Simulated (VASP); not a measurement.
# P (P4/mmm) in VASP: further runs

The runs below take P through electric field gradients, with PBE.

All numbers are computed with VASP 6.6.1; they aren't measurements. Logs are shortened: lines on timing, memory, paths and dates and some standing lists are left out, and cuts for length are marked.

**1. The cell of the first run**

It takes space group P4/mmm (No. 123, tetragonal). Conventional cell: a = 4.273 Å, b = 4.273 Å, c = 4.378 Å, α = 90.00°, β = 90.00°, γ = 90.00°. P (site symmetry 4/mmm) has 6 P at 4.27 to 4.38 Å within 5.6 Å.

**2. Electric field gradients, PBE**

Contents of INCAR:

```
SYSTEM = P
PREC = Accurate ; ENCUT = 520
EDIFF = 1E-8 ; ISMEAR = -1
SIGMA = 0.03 ; LREAL = .False.
LASPH = .True. ; NELM = 60
ALGO = Normal ; ISIF = 2
LWAVE = .False. ; LCHARG = .False.
GGA = PE ; LEFG = .True.
NBANDS = 8
```

Contents of KPOINTS:

```
regular mesh
0
Gamma
  8 8 8
  0 0 0
```

Contents of POSCAR:

```
P
1.0
    4.2729048574      0.0000000000      0.0000000000
    0.0000000000      4.2729048574      0.0000000000
    0.0000000000      0.0000000000      4.3780000000
P
1
Direct
    0.0000000000      0.0000000000      0.0000000000
```

Potentials or basis: VASP PAW PBE potentials, release 64 (P).

Command:

```bash
$ cat potpaw_PBE.64/P/POTCAR > POTCAR
$ mpirun -np 1 vasp_std > vasp.out
```

OUTCAR:

```text
SYSTEM = P
   PREC = Accurate
   ENCUT = 520
   EDIFF = 1E-8
   ISMEAR = -1
   LREAL = .False.
   LASPH = .True.
   NELM = 60
   ISIF = 2
   GGA = PE

 ion  position               nearest neighbor table
   1  0.000  0.000  0.000-

  LATTYP: Found a simple tetragonal cell.
 ALAT       =     4.2729048574
 C/A-ratio  =     1.0245957132

  Lattice vectors:

 A1 = (   4.2729048574,   0.0000000000,   0.0000000000)
 A2 = (   0.0000000000,   4.2729048574,   0.0000000000)
 A3 = (   0.0000000000,   0.0000000000,   4.3780000000)

Analysis of symmetry for initial positions (statically):
=====================================================================
 Subroutine PRICEL returns:
 Original cell was already a primitive cell.

 Routine SETGRP: Setting up the symmetry group for a
 simple tetragonal supercell.

 Subroutine GETGRP returns: Found 16 space group operations
 (whereof 16 operations were pure point group operations)
 out of a pool of 16 trial point group operations.

The static configuration has the point symmetry D_4h.

Analysis of symmetry for dynamics (positions and initial velocities):
=====================================================================
 Subroutine PRICEL returns:
 Original cell was already a primitive cell.

 Routine SETGRP: Setting up the symmetry group for a
 simple tetragonal supercell.

 Subroutine GETGRP returns: Found 16 space group operations
 (whereof 16 operations were pure point group operations)
 out of a pool of 16 trial point group operations.

The dynamic configuration has the point symmetry D_4h.

 Subroutine INISYM returns: Found 16 space group operations
 (whereof 16 operations are pure point group operations),
 and found     1 'primitive' translations

----------------------------------------------------------------------------------------

                                     Primitive cell

  volume of cell :      79.9323

  direct lattice vectors                    reciprocal lattice vectors
[... 112 lines left out ...]
   AEXX    =    0.0000 exact exchange contribution
   IVDW    =     0    specifies the selected vdW correction
   LEPSILON=     F    determine dielectric tensor
   LRPA    =     F    only Hartree local field effects (RPA)
 non-spin polarized calculation
  energy-cutoff  :      520.00
  volume of cell :       79.93
 maximum number of plane-waves:      2208
 NGX is ok and might be reduce to    32
   NGX = 15   NGY = 15   NGZ = 17

 number of electron       4.9999999 magnetization

 Free energy of the ion-electron system (eV)
  ---------------------------------------------------
  ext. energy  EPLUGINS =         0.00000000
  ---------------------------------------------------
  free energy    TOTEN  =        -1.12951971 eV

  energy without entropy =       -1.11495357  energy(sigma->0) =       -1.12223664

 E-fermi :  -3.0573     XC(G=0):  -4.9490

 val. band max:       -3.0580824588   @ k =   0.3750   0.1250   0.2500
 cond. band min:      -3.0496837345   @ k =   0.5000   0.0000   0.2500
 fundamental gap:      0.0083987244
 Fermi energy:        -3.0573218925

 k-point     1 :       0.0000    0.0000    0.0000
  band No.  band energies     occupation
      1     -11.8151      2.00000
      2      -2.6168      0.00000
      3      -2.5107      0.00000
      4      -2.5107      0.00000
      5       1.6703      0.00000
      6       4.4635      0.00000
      7       4.5450      0.00000
      8       8.9780      0.00000
[... 243 lines left out ...]
 k-point    24 :       0.5000    0.1250    0.1250
  band No.  band energies     occupation
      1     -11.6067      2.00000
      2      -3.7970      2.00000
      3      -2.6362      0.00000
      4      -2.5577      0.00000
      5       4.1019      0.00000
      6       4.1477      0.00000
      7       5.6218      0.00000
      8       5.8448      0.00000

 [... further k-points ...]
[... 5 lines left out ...]
  --------------------------------------------------------------------------------------
  -------------------------------------------------------------------------------------
  Total       -1.8600858     -1.8600858     -1.6788606      0.0000000     -0.0000000      0.0000000
  in kB      -37.2839022    -37.2839022    -33.6513909      0.0000000     -0.0000000      0.0000000
  external PRESSURE =     -36.0730651 kB  Pullay stress =       0.0000000 kB

 VOLUME and BASIS-vectors are now :
 -----------------------------------------------------------------------------
  energy-cutoff  :      520.00
  volume of cell :       79.93
      direct lattice vectors                 reciprocal lattice vectors
     4.272904857  0.000000000  0.000000000     0.234032826  0.000000000  0.000000000
     0.000000000  4.272904857  0.000000000     0.000000000  0.234032826  0.000000000
     0.000000000  0.000000000  4.378000000     0.000000000  0.000000000  0.228414801

 POSITION                                       TOTAL-FORCE (eV/Angst)
 -----------------------------------------------------------------------------------
      0.00000      0.00000      0.00000         0.000000      0.000000      0.000000
 -----------------------------------------------------------------------------------
    total drift:                                0.000000      0.000000     -0.000000

  FREE ENERGIE OF THE ION-ELECTRON SYSTEM (eV)
  ---------------------------------------------------
  free  energy   TOTEN  =        -1.1295197141 eV

  energy  without entropy=       -1.1149535733  energy(sigma->0) =       -1.12223664

 Electric field gradients (V/A^2)
---------------------------------------------------------------------
 ion       V_xx      V_yy      V_zz      V_xy      V_xz      V_yz
---------------------------------------------------------------------
   1       0.314     0.314    -0.629     0.000     0.000     0.000
---------------------------------------------------------------------

 Electric field gradients after diagonalization (V/A^2)
 (convention: |V_zz| > |V_xx| > |V_yy|)
----------------------------------------------------------------------
 ion       V_xx      V_yy      V_zz     asymmetry (V_yy - V_xx)/ V_zz
----------------------------------------------------------------------
   1       0.314     0.314    -0.629       0.000
----------------------------------------------------------------------

           NMR quadrupolar parameters

 Cq : quadrupolar parameter    Cq=e*Q*V_zz/h
 eta: asymmetry parameters     (V_yy - V_xx)/ V_zz
 Q  : nuclear electric quadrupole moment in mb (millibarn)
----------------------------------------------------------------------
 ion       Cq(MHz)       eta       Q (mb)
----------------------------------------------------------------------
   1      -0.002       0.000       1.000
----------------------------------------------------------------------
```

OSZICAR:

```text
N       E                     dE             d eps       ncg     rms          rms(c)
DAV:   1     0.766252340965E+01    0.76625E+01   -0.12615E+03  1200   0.355E+02
DAV:   2    -0.738179130809E+00   -0.84007E+01   -0.83273E+01  1632   0.451E+01
DAV:   3    -0.114182554516E+01   -0.40365E+00   -0.38589E+00  1464   0.101E+01
DAV:   4    -0.114569779871E+01   -0.38723E-02   -0.38671E-02  2096   0.114E+00
DAV:   5    -0.114570098383E+01   -0.31851E-05   -0.31854E-05  1592   0.277E-02    0.537E-01
DAV:   6    -0.113162955205E+01    0.14071E-01   -0.25133E-02  1704   0.589E-01    0.272E-01
DAV:   7    -0.112884588391E+01    0.27837E-02   -0.23166E-02  1528   0.593E-01    0.139E-01
DAV:   8    -0.112949685540E+01   -0.65097E-03   -0.82432E-04  1688   0.157E-01    0.187E-02
DAV:   9    -0.112950486345E+01   -0.80081E-05   -0.37039E-06  1824   0.137E-02    0.706E-03
DAV:  10    -0.112951811543E+01   -0.13252E-04   -0.10895E-05  1408   0.205E-02    0.190E-03
DAV:  11    -0.112951954096E+01   -0.14255E-05   -0.17373E-06  1512   0.794E-03    0.739E-04
DAV:  12    -0.112951965919E+01   -0.11823E-06   -0.73332E-08  1760   0.156E-03    0.291E-04
DAV:  13    -0.112951970790E+01   -0.48709E-07   -0.70458E-08  1440   0.154E-03    0.827E-05
DAV:  14    -0.112951971415E+01   -0.62520E-08   -0.75388E-10  2136   0.156E-04
   1 F= -.11295197E+01 E0= -.11222366E+01  d E =-.145661E-01
```

stdout:

```text
POSCAR found type information on POSCAR P
 POSCAR found :  1 types and       1 ions
 scaLAPACK will be used
 LDA part: xc-table for (Slater+PW92), standard interpolation
 POSCAR, INCAR and KPOINTS ok, starting setup
 FFT: planning ... GRIDC
 FFT: planning ... GRID_SOFT
 FFT: planning ... GRID
 WAVECAR not read
 entering main loop
ion   1
```

Run time: 39 s. Hardware: 1 thread of Intel Xeon 8259CL, shared host; peak memory 0.19 GiB.

Results:

```
Free energy                             : -1.1295 eV
Pressure                                : -3.6 GPa
Band gap on the k mesh                  : zero (an odd number of electrons rules out a gap without spin polarisation)
Largest electric field gradient by atom : P -0.6 V/Å²
```

Stress tensor (GPa, compression positive):
```
-3.73  0.00  0.00
 0.00 -3.73  0.00
 0.00  0.00 -3.37
```

Levels at points of the mesh, in eV from the Fermi level:
```tsv
k point	band 1	band 2	band 3	band 4	band 5	band 6
(0.00, 0.00, 0.00)	-8.76	0.44	0.55	0.55	4.73	7.52
(0.50, 0.00, 0.00)	-8.59	-0.81	0.59	0.69	6.60	7.64
(0.50, 0.50, 0.00)	-8.43	-0.52	-0.52	0.72	5.95	8.19
(0.00, 0.00, 0.50)	-8.62	-0.77	0.67	0.67	6.57	7.56
(0.50, 0.00, 0.50)	-8.46	-0.56	-0.47	0.80	5.93	8.19
(0.50, 0.50, 0.50)	-8.32	-0.32	-0.32	-0.23	6.95	7.05
```

Electric field gradients, principal values (V/Å²):
```csv
atom,least,middle,greatest (by size)
1 P,0.314,0.314,-0.629
```

Caveat: the cell stands under tension; without QUAD_EFG the Cq values of the log hold for a quadrupole moment of 1 mb, not for the nuclei.

**3. Electric field gradients, PBE (82.33 Å³/atom)**

This run uses another cell than the first one, of 82.33 Å³/atom.

Contents of INCAR:

```
PREC = Accurate
ENCUT = 520
EDIFF = 1E-8
ISMEAR = -1
SIGMA = 0.03
LREAL = False
LASPH = True
NELM = 60
ALGO = Normal
ISIF = 2
LWAVE = False
LCHARG = False
GGA = PE
LEFG = True
NBANDS = 8
```

Contents of KPOINTS:

```
Automatic mesh
0
Gamma
  8 8 8
```

Contents of POSCAR:

```
P
1.0
    4.3152135976      0.0000000000      0.0000000000
    0.0000000000      4.3152135976      0.0000000000
    0.0000000000      0.0000000000      4.4213493539
P
1
Direct
    0.0000000000      0.0000000000      0.0000000000
```

Potentials or basis: VASP PAW PBE potentials, release 64 (P).

Command:

```bash
$ cat potpaw_PBE.64/P/POTCAR > POTCAR
$ mpirun -np 1 vasp_std > vasp.out
```

OUTCAR:

```text
PREC = Accurate
   ENCUT = 520
   EDIFF = 1E-8
   ISMEAR = -1
   LREAL = False
   LASPH = True
   NELM = 60
   ISIF = 2
   GGA = PE

 ion  position               nearest neighbor table
   1  0.000  0.000  0.000-

  LATTYP: Found a simple tetragonal cell.
 ALAT       =     4.3152135976
 C/A-ratio  =     1.0245957133

  Lattice vectors:

 A1 = (   4.3152135976,   0.0000000000,   0.0000000000)
 A2 = (   0.0000000000,   4.3152135976,   0.0000000000)
 A3 = (   0.0000000000,   0.0000000000,   4.4213493539)

Analysis of symmetry for initial positions (statically):
=====================================================================
 Subroutine PRICEL returns:
 Original cell was already a primitive cell.

 Routine SETGRP: Setting up the symmetry group for a
 simple tetragonal supercell.

 Subroutine GETGRP returns: Found 16 space group operations
 (whereof 16 operations were pure point group operations)
 out of a pool of 16 trial point group operations.

The static configuration has the point symmetry D_4h.

Analysis of symmetry for dynamics (positions and initial velocities):
=====================================================================
 Subroutine PRICEL returns:
 Original cell was already a primitive cell.

 Routine SETGRP: Setting up the symmetry group for a
 simple tetragonal supercell.

 Subroutine GETGRP returns: Found 16 space group operations
 (whereof 16 operations were pure point group operations)
 out of a pool of 16 trial point group operations.

[... 151 lines left out ...]

 k-point     1 :       0.0000    0.0000    0.0000
  band No.  band energies     occupation
      1     -11.8718      2.00000
      2      -2.7166      0.00000
      3      -2.6154      0.00000
      4      -2.6154      0.00000
      5       1.5577      0.00000
      6       4.3739      0.00000
      7       4.4542      0.00000
      8       8.7925      0.00000
[... 243 lines left out ...]
 k-point    24 :       0.5000    0.1250    0.1250
  band No.  band energies     occupation
      1     -11.6800      2.00000
      2      -3.8350      2.00000
      3      -2.7348      0.00000
      4      -2.6600      0.00000
      5       3.9461      0.00000
      6       4.0176      0.00000
      7       5.4999      0.00000
      8       5.7252      0.00000

 [... further k-points ...]

------------------------ aborting loop because EDIFF is reached ----------------------------------------

  FORCE on cell =-STRESS in cart. coord.  units (eV):
  Direction    XX          YY          ZZ          XY          YZ          ZX
  --------------------------------------------------------------------------------------
  -------------------------------------------------------------------------------------
  Total       -1.7968384     -1.7968384     -1.6191117      0.0000000      0.0000000      0.0000000
  in kB      -34.9671458    -34.9671458    -31.5085172      0.0000000      0.0000000      0.0000000
  external PRESSURE =     -33.8142696 kB  Pullay stress =       0.0000000 kB

 VOLUME and BASIS-vectors are now :
 -----------------------------------------------------------------------------
  energy-cutoff  :      520.00
  volume of cell :       82.33
      direct lattice vectors                 reciprocal lattice vectors
     4.315213598  0.000000000  0.000000000     0.231738239  0.000000000  0.000000000
     0.000000000  4.315213598  0.000000000     0.000000000  0.231738239  0.000000000
     0.000000000  0.000000000  4.421349354     0.000000000  0.000000000  0.226175296

 POSITION                                       TOTAL-FORCE (eV/Angst)
 -----------------------------------------------------------------------------------
      0.00000      0.00000      0.00000         0.000000      0.000000      0.000000
 -----------------------------------------------------------------------------------
    total drift:                                0.000000     -0.000000      0.000000

  FREE ENERGIE OF THE ION-ELECTRON SYSTEM (eV)
  ---------------------------------------------------
  free  energy   TOTEN  =        -1.0773336342 eV

  energy  without entropy=       -1.0622363009  energy(sigma->0) =       -1.06978497

 Electric field gradients (V/A^2)
---------------------------------------------------------------------
 ion       V_xx      V_yy      V_zz      V_xy      V_xz      V_yz
---------------------------------------------------------------------
   1       0.305     0.305    -0.611     0.000    -0.000    -0.000
---------------------------------------------------------------------

 Electric field gradients after diagonalization (V/A^2)
 (convention: |V_zz| > |V_xx| > |V_yy|)
----------------------------------------------------------------------
 ion       V_xx      V_yy      V_zz     asymmetry (V_yy - V_xx)/ V_zz
----------------------------------------------------------------------
   1       0.305     0.305    -0.611       0.000
----------------------------------------------------------------------

           NMR quadrupolar parameters

 Cq : quadrupolar parameter    Cq=e*Q*V_zz/h
 eta: asymmetry parameters     (V_yy - V_xx)/ V_zz
 Q  : nuclear electric quadrupole moment in mb (millibarn)
----------------------------------------------------------------------
 ion       Cq(MHz)       eta       Q (mb)
----------------------------------------------------------------------
   1      -0.001       0.000       1.000
----------------------------------------------------------------------
```

OSZICAR:

```text
N       E                     dE             d eps       ncg     rms          rms(c)
DAV:   1     0.805451126579E+01    0.80545E+01   -0.13026E+03  1200   0.357E+02
DAV:   2    -0.655294332082E+00   -0.87098E+01   -0.86030E+01  1672   0.459E+01
DAV:   3    -0.108850992097E+01   -0.43322E+00   -0.41861E+00  1472   0.105E+01
DAV:   4    -0.109307525633E+01   -0.45653E-02   -0.45582E-02  2032   0.123E+00
DAV:   5    -0.109308596748E+01   -0.10711E-04   -0.10711E-04  1720   0.423E-02    0.523E-01
DAV:   6    -0.107940592875E+01    0.13680E-01   -0.24446E-02  1640   0.578E-01    0.265E-01
DAV:   7    -0.107669693532E+01    0.27090E-02   -0.22425E-02  1568   0.580E-01    0.137E-01
DAV:   8    -0.107731363951E+01   -0.61670E-03   -0.82007E-04  1504   0.157E-01    0.224E-02
DAV:   9    -0.107731886999E+01   -0.52305E-05   -0.42766E-06  2024   0.140E-02    0.753E-03
DAV:  10    -0.107733214597E+01   -0.13276E-04   -0.10933E-05  1304   0.211E-02    0.218E-03
DAV:  11    -0.107733346894E+01   -0.13230E-05   -0.15938E-06  1384   0.786E-03    0.859E-04
DAV:  12    -0.107733356649E+01   -0.97551E-07   -0.59865E-08  1760   0.140E-03    0.264E-04
DAV:  13    -0.107733362734E+01   -0.60853E-07   -0.78663E-08  1360   0.170E-03    0.815E-05
DAV:  14    -0.107733363421E+01   -0.68715E-08   -0.74434E-10  2072   0.158E-04
   1 F= -.10773336E+01 E0= -.10697850E+01  d E =-.150973E-01
```

Wall time 36 s (1 thread of Intel Xeon 8259CL, shared host); peak memory 0.19 GiB.

What came out:

| Item | Value |
| --- | --- |
| Free energy | -1.0773 eV |
| Pressure | -3.4 GPa |
| Band gap on the k mesh | zero (an odd number of electrons rules out a gap without spin polarisation) |
| Largest electric field gradient by atom | P -0.6 V/Å² |

Stress tensor (GPa, compression positive):
```
-3.50  0.00  0.00
 0.00 -3.50  0.00
 0.00  0.00 -3.15
```

Electric field gradients, principal values (V/Å²):
```csv
atom,least,middle,greatest (by size)
1 P,0.305,0.305,-0.611
```

Caveat: the cell stands under tension; without QUAD_EFG the Cq values of the log hold for a quadrupole moment of 1 mb, not for the nuclei.

(Part 1 of 2 ends here.)
